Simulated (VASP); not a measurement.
# C (I4_1/amd) in VASP: further runs, part 2 of 2

VASP 6.6.1.

### Step 3. Single point, PBE

This run uses another cell than the first one, of the same volume but with other edges.

Input file INCAR:

```
SYSTEM = C
PREC = Accurate ; ENCUT = 520
EDIFF = 1E-6 ; ISMEAR = 0
SIGMA = 0.05 ; LREAL = .FALSE.
LASPH = .TRUE. ; NELM = 100
ALGO = Normal ; ISIF = 2
LWAVE = .FALSE. ; LCHARG = .FALSE.
GGA = PE ; NBANDS = 11
```

Input file KPOINTS:

```
regular mesh
0
G
  12 12 12
  0 0 0
```

Input file POSCAR:

```
C
1.0
    0.0000000000      1.8102027300      1.7377946208
    1.8102027300      0.0000000000      1.7377946208
    1.8102027300      1.8102027300      0.0000000000
C
2
Direct
    0.5000000000      0.5000000000      0.5000000000
    0.7500000000      0.7500000000      0.7500000000
```

Potentials or basis: VASP PAW PBE potentials, release 64 (C).

Launch:

```sh
cat potpaw_PBE.64/C/POTCAR > POTCAR
mpirun -np 1 vasp_std > vasp.out
```

OUTCAR:

```text
SYSTEM = C
   PREC = Accurate
   ENCUT = 520
   EDIFF = 1E-6
   ISMEAR = 0
   LREAL = .FALSE.
   LASPH = .TRUE.
   NELM = 100
   ISIF = 2
   GGA = PE

 ion  position               nearest neighbor table
   1  0.500  0.500  0.500-   2 1.55   2 1.55   2 1.55   2 1.55
   2  0.750  0.750  0.750-   1 1.55   1 1.55   1 1.55   1 1.55

  LATTYP: Found a body centered tetragonal cell.
 ALAT       =     2.5600132514
 C/A-ratio  =     1.3576450199

  Lattice vectors:

 A1 = (   0.0000000000,  -1.8102027300,  -1.7377946208)
 A2 = (   0.0000000000,   1.8102027300,  -1.7377946208)
 A3 = (   1.8102027300,   0.0000000000,   1.7377946208)

Analysis of symmetry for initial positions (statically):
=====================================================================
 Subroutine PRICEL returns:
 Original cell was already a primitive cell.

 Routine SETGRP: Setting up the symmetry group for a
 body centered tetragonal supercell.

 Subroutine GETGRP returns: Found 16 space group operations
 (whereof  8 operations were pure point group operations)
 out of a pool of 16 trial point group operations.

The static configuration has the point symmetry D_2d.
 The point group associated with its full space group is D_4h.

Analysis of symmetry for dynamics (positions and initial velocities):
=====================================================================
 Subroutine PRICEL returns:
 Original cell was already a primitive cell.

 Routine SETGRP: Setting up the symmetry group for a
 body centered tetragonal supercell.

 Subroutine GETGRP returns: Found 16 space group operations
 (whereof  8 operations were pure point group operations)
 out of a pool of 16 trial point group operations.

The dynamic configuration has the point symmetry D_2d.
 The point group associated with its full space group is D_4h.

 Subroutine INISYM returns: Found 16 space group operations
[... 116 lines left out ...]
     AMIX     =   0.40;   BMIX     =  1.00
     AMIX_MAG =   1.60;   BMIX_MAG =  1.00
  volume/ion in A,a.u.               =       5.69        38.43
  Fermi-wavevector in a.u.,A,eV,Ry     =   1.455271  2.750063 28.814604  2.117814
  Thomas-Fermi vector in A             =   2.572325
   LORBIT       =      0    0 simple, 1 ext, 2 COOP (PROOUT), +10 PAW based schemes
   GGA     = PE    functional components
   LHFCALC =     F    Hartree Fock is set to
   AEXX    =    0.0000 exact exchange contribution
   IVDW    =     0    specifies the selected vdW correction
   LEPSILON=     F    determine dielectric tensor
   LRPA    =     F    only Hartree local field effects (RPA)
 non-spin polarized calculation
 Gauss-broadening in eV      SIGMA  =   0.05
  energy-cutoff  :      520.00
  volume of cell :       11.39
 maximum number of plane-waves:       323
   NGX =  9   NGY =  9   NGZ =  9

 number of electron       8.0000000 magnetization

 Free energy of the ion-electron system (eV)
  ---------------------------------------------------
  ext. energy  EPLUGINS =         0.00000000
  ---------------------------------------------------
  free energy    TOTEN  =       -18.15023437 eV

  energy without entropy =      -18.15023437  energy(sigma->0) =      -18.15023437

 E-fermi :  10.3062     XC(G=0): -13.2334

 val. band max:       10.0657807448   @ k =   0.0000   0.0000   0.0000
 cond. band min:      13.1958785197   @ k =   0.3333   0.3333   0.0000
 fundamental gap:      3.1300977748
 Fermi energy:        10.3062461110

 k-point     1 :       0.0000    0.0000    0.0000
  band No.  band energies     occupation
      1     -11.7489      2.00000
      2       9.4793      2.00000
      3       9.4793      2.00000
      4      10.0658      2.00000
      5      14.9333      0.00000
      6      15.4381      0.00000
      7      15.4381      0.00000
      8      22.8904      0.00000
      9      28.9347      0.00000
     10      35.1184      0.00000
     11      36.4539      0.00000
[... 309 lines left out ...]
 k-point    24 :      -0.4167    0.1667    0.0000
  band No.  band energies     occupation
      1      -5.6433      2.00000
      2      -2.6972      2.00000
      3       4.6400      2.00000
      4       5.7204      2.00000
      5      16.6270      0.00000
      6      19.8179      0.00000
      7      21.2052      0.00000
      8      24.8611      0.00000
      9      28.9419      0.00000
     10      33.7909      0.00000
     11      34.1942      0.00000

 [... further k-points ...]
[... 5 lines left out ...]
  --------------------------------------------------------------------------------------
  -------------------------------------------------------------------------------------
  Total       -0.8053502     -0.8053502      1.7680662      0.0000000      0.0000000     -0.0000000
  in kB     -113.2954551   -113.2954551    248.7288856      0.0000000      0.0000000     -0.0000000
  external PRESSURE =       7.3793251 kB  Pullay stress =       0.0000000 kB

 VOLUME and BASIS-vectors are now :
 -----------------------------------------------------------------------------
  energy-cutoff  :      520.00
  volume of cell :       11.39
      direct lattice vectors                 reciprocal lattice vectors
     0.000000000  1.810202730  1.737794621    -0.276212157  0.276212157  0.287720996
     1.810202730  0.000000000  1.737794621     0.276212157 -0.276212157  0.287720996
     1.810202730  1.810202730  0.000000000     0.276212157  0.276212157 -0.287720996

 POSITION                                       TOTAL-FORCE (eV/Angst)
 -----------------------------------------------------------------------------------
      1.81020      1.81020      1.73779        -0.000000     -0.000000      0.000000
      2.71530      2.71530      2.60669         0.000000      0.000000     -0.000000
 -----------------------------------------------------------------------------------
    total drift:                                0.000000     -0.000000      0.000000

  FREE ENERGIE OF THE ION-ELECTRON SYSTEM (eV)
  ---------------------------------------------------
  free  energy   TOTEN  =       -18.1502343685 eV

  energy  without entropy=      -18.1502343685  energy(sigma->0) =      -18.15023437
```

stdout:

```text
POSCAR found type information on POSCAR C
 POSCAR found :  1 types and       2 ions
 scaLAPACK will be used
 LDA part: xc-table for (Slater+PW92), standard interpolation
 POSCAR, INCAR and KPOINTS ok, starting setup
 FFT: planning ... GRIDC
 FFT: planning ... GRID_SOFT
 FFT: planning ... GRID
 WAVECAR not read
 entering main loop
```

Wall time 14 s (1 thread of Intel Xeon Platinum 8259CL at 2.50GHz (Skylake/Cascade Lake), shared host); peak memory 0.13 GiB.

What came out:

| Quantity | Value |
| --- | --- |
| Free energy | -18.1502 eV |
| Pressure | 0.7 GPa |
| Band gap on the k mesh | 3.13 eV, indirect (least direct gap 4.87 eV) |

Stress tensor (GPa, compression positive):
```
-11.33   0.00   0.00
  0.00 -11.33   0.00
  0.00   0.00  24.87
```

 A k mesh can miss the band edges.

### Step 4. Single point, PBE

Input file INCAR:

```
SYSTEM = C
ALGO = Normal
EDIFF = 1E-7
ENCUT = 520
GGA = PE
ISIF = 2
ISMEAR = 0
LASPH = .True.
LCHARG = .True.
LELF = .True.
LREAL = .False.
LVHAR = .True.
LWAVE = .False.
NBANDS = 11
NELM = 100
PREC = Accurate
SIGMA = 0.05
```

Input file KPOINTS:

```
k-points
0
Gamma
  12 12 12
  0 0 0
```

Input file POSCAR:

```
C
1.0
    0.0000000000      1.7569302762      1.8447767900
    1.7569302762      0.0000000000      1.8447767900
    1.7569302762      1.7569302762      0.0000000000
C
2
Direct
    0.5000000000      0.5000000000      0.5000000000
    0.7500000000      0.7500000000      0.7500000000
```

Launch:

```sh
cat potpaw_PBE.64/C/POTCAR > POTCAR
mpirun -np 1 vasp_std > vasp.out
```

Run time: 14 s. Hardware: 1 thread of Intel Xeon Platinum 8259CL at 2.50GHz (Skylake/Cascade Lake), shared host; peak memory 0.12 GiB.

The run converged. Its results:

| Item | Value |
| --- | --- |
| Free energy | -18.1318 eV |
| Pressure | 0.8 GPa |
| Band gap on the k mesh | 3.53 eV, indirect (least direct gap 5.14 eV) |

Stress tensor (GPa, compression positive):
```
 16.57   0.00   0.00
  0.00  16.57   0.00
  0.00   0.00 -30.85
```

Levels at points of the mesh, in eV from the valence-band top:
```tsv
k point	band 2	band 3	band 4	band 5	band 6	band 7
(0.00, 0.00, 0.00)	-0.77	0.00	0.00	5.14	5.14	5.75
(0.50, 0.00, 0.00)	-13.58	-3.49	-2.59	7.31	8.38	9.20
(0.50, 0.50, 0.00)	-13.48	-6.04	-6.04	5.26	5.26	16.29
(0.50, 0.00, 0.50)	-12.74	-6.75	-6.75	4.13	4.13	16.45
```

### Step 5. Summary

```tsv
cell	gap on the mesh (eV)	pressure (GPa)
a = 2.572, b = 2.572, c = 2.446 Å, angles 61.6, 61.6, 56.8°, 2 atoms	2.95	1.0
a = 2.509, b = 2.509, c = 2.560 Å, angles 59.3, 59.3, 61.3°, 2 atoms	3.13	0.7
a = 2.548, b = 2.548, c = 2.485 Å, angles 60.8, 60.8, 58.4°, 2 atoms	3.53	0.8
```

Alike in all rows: task single point; level PBE; potentials or basis VASP PAW PBE potentials, release 64 (C); no spin polarisation; k mesh 12 × 12 × 12; cutoff (eV) 520; smearing gaussian 0.05 eV.

Total energies depend on the potentials used, so only differences within one code and one set of settings carry meaning.
